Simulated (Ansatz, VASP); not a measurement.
## Two plane-wave programs on Ag

INCAR

```
SYSTEM = Ag
  PREC = Accurate
  ENCUT = 600
  EDIFF = 1E-6
  ISMEAR = 0
  SIGMA = 0.1
  LREAL = .False.
  LASPH = .True.
  NELM = 60
  ALGO = Normal
  ISIF = 3
  LWAVE = .False.
  LCHARG = .False.
  GGA = PS
  IBRION = 2
  NSW = 100
  EDIFFG = -0.005
```

KPOINTS

```
Automatic mesh
0
Gamma
  18 18 18
  0 0 0
```

File POSCAR:

```
Ag
1.0
    0.0000000000      2.0427500000      2.0427500000
    2.0427500000      0.0000000000      2.0427500000
    2.0427500000      2.0427500000      0.0000000000
Ag
1
Direct
    0.0000000000      0.0000000000      0.0000000000
```

Input for Ansatz:

```yaml
crystal:
  lattice:
    - [0.0, 2.04275, 2.04275]
    - [2.04275, 0.0, 2.04275]
    - [2.04275, 2.04275, 0.0]
  atoms:
    - { symbol: Ag, position: [0.0, 0.0, 0.0] }
basis:
  ecutwfc: 420
kpoints:
  mp_grid: { grid: [18, 18, 18] }
hamiltonian:
  xc: pbesol
scf:
  occupations: { method: gaussian, width: 0.1 }
output:
  forces: true
  stress: true
  eigenvalues: true
relax:
  adjacent_minimum: "off"
  f_tol: 0.005
  max_steps: 80
  cell: { stress_tol: 0.05 }
```

Alike in both runs: task relaxation of cell and atoms; functional PBEsol; k mesh 18 × 18 × 18; occupations gaussian, width 0.1 eV; no spin polarisation.

```csv
,VASP,Ansatz
version,VASP 6.6.1,Ansatz 0.2.0
potentials or method,"VASP PAW PBE potentials, release 64 (Ag), cutoff 600 eV","scalar-relativistic, plane waves, PAW"
valence electrons in the cell,11,19
```

Ansatz gave:

- gap on the k mesh at the Fermi level, each at its own relaxed structure (eV): none
- relaxed volume (Å³/atom): 16.66
- relaxed cell length with the largest relative difference (Å): 2.867

Q: Estimate VASP's values.

A: gap on the k mesh at the Fermi level, each at its own relaxed structure (eV): none; relaxed volume (Å³/atom): 16.63; relaxed cell length with the largest relative difference (Å): 2.865.

VASP's potentials were made for PBE, not for PBEsol. A gap of «none» marks a metal or a gap that the smearing closes. VASP's potentials hold 11 valence electrons a cell and Ansatz's 19, so a difference there can come from the potentials and not from the codes.
